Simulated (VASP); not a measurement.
**Sb: single point with r2SCAN**

Sb:

```
Sb
1.0
     3.24981    0.00000    0.00000
    -1.62490    2.81442    0.00000
     0.00000    0.00000    5.22968
Sb
2
Direct
  0.33333 0.66667 0.25000
  0.66667 0.33333 0.75000
```

This isn't the form of Sb at room conditions, which is rhombohedral.

```
Program                : VASP 6.6.1
Task                   : single point
Functional             : r2SCAN
Potentials or basis    : VASP PAW PBE potentials, release 64 (Sb)
Cutoff                 : 550 eV
k mesh                 : 8 × 8 × 5
Occupations            : fermi-dirac, width 0.1 eV
Spin                   : no spin polarisation
Dipole correction      : no
Further INCAR settings : ALGO = Normal; EDIFF = 1e-06; NBANDS = 12
```

The pressure is 10.0 GPa. The band gap on the k mesh is zero (bands 5 and 6 overlap by 7.41 eV).

Levels at points of the mesh, in eV from the Fermi level:
| k point | band 1 | band 2 | band 3 | band 4 | band 5 | band 6 | band 7 | band 8 | band 9 | band 10 |
| --- | --- | --- | --- | --- | --- | --- | --- | --- | --- | --- |
| (0.00, 0.00, 0.00) | -14.70 | -9.76 | -7.04 | 4.10 | 4.10 | 6.17 | 6.17 | 6.95 | 8.57 | 9.53 |
| (0.50, 0.00, 0.00) | -10.33 | -8.85 | -4.64 | -3.53 | -2.92 | -0.38 | 0.18 | 4.41 | 4.59 | 8.42 |

It took 70 s on 1 thread of Intel(R) Xeon(R) Platinum 8488C (Sapphire Rapids) (shared host), peak memory 0.18 GiB.

Caveat: the cell stands under pressure; the PAW data sets were made with another functional, which shifts forces and pressure a little; spin-orbit coupling is left out, which moves the levels of the heavy elements.
